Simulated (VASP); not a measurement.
WAu, 2 atoms in the cell. The typed cell holds 2 atoms: a = 3.886 Å, b = 3.886 Å, c = 3.886 Å, α = 60.00°, β = 60.00°, γ = 60.00°. 

```yaml
Program: VASP 6.6.1
Task: single point
Functional: PBE
Potentials_or_basis: VASP PAW PBE potentials, release 64 (W_sv, Au)
Cutoff: 520 eV
k_mesh: 10 × 10 × 10
Occupations: gaussian, width 0.05 eV
Spin: no spin polarisation
Dipole_correction: no
Further_INCAR_settings: ALGO = Fast; EDIFF = 1e-07; NBANDS = 20
```

Potentials or basis: VASP PAW PBE potentials, release 64 (W_sv, Au).

The run is started by

```bash
$ cat potpaw_PBE.64/W_sv/POTCAR potpaw_PBE.64/Au/POTCAR > POTCAR
$ mpirun -np 1 vasp_std > vasp.out
```

Hardware: 1 thread of AMD EPYC 9R45 96-Core Processor (Zen 5), with other jobs on the host.

Question: How long does it take, and how much memory?

Answer: Wall time 5.1 min on 1 thread of AMD EPYC 9R45 96-Core Processor (Zen 5) (shared host), peak memory 0.48 GiB. Counts: scf iterations 16, k points 504.
